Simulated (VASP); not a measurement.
Input of a VASP 6.6.1 run:

Contents of INCAR:

```
PREC = Accurate ; ENCUT = 410
EDIFF = 1E-8 ; ISMEAR = -1
SIGMA = 0.03 ; LREAL = False
LASPH = True ; NELM = 120
ALGO = Normal ; ISIF = 2
LWAVE = False ; LCHARG = False
GGA = CA ; LEFG = True
NBANDS = 16 ; GGA_COMPAT = False
```

Contents of KPOINTS:

```
regular mesh
0
Gamma
  12 12 12
```

The input POSCAR:

```
Hg
1.0
    1.7300004553      0.9988162286      2.2340000000
   -1.7300004553      0.9988162286      2.2340000000
    0.0000000000     -1.9976324571      2.2340000000
Hg
1
Direct
    0.0000000000      0.0000000000      0.0000000000
```

Potentials or basis: VASP PAW LDA potentials, release 64 (Hg_sv_GW).

Launch:

```sh
$ cat potpaw_LDA.64/Hg_sv_GW/POTCAR > POTCAR
$ mpirun -np 1 vasp_std > vasp.out
```

(1) What does it give for the band gap on the k mesh?

(2) What does it give for the pressure?

Answers

(1) zero (bands 10 and 11 overlap by 3.26 eV).

(2) -4.4 GPa.

Caveat: the cell stands under tension; without QUAD_EFG the Cq values of the log hold for a quadrupole moment of 1 mb, not for the nuclei; spin-orbit coupling is left out, which moves the levels of the heavy elements.
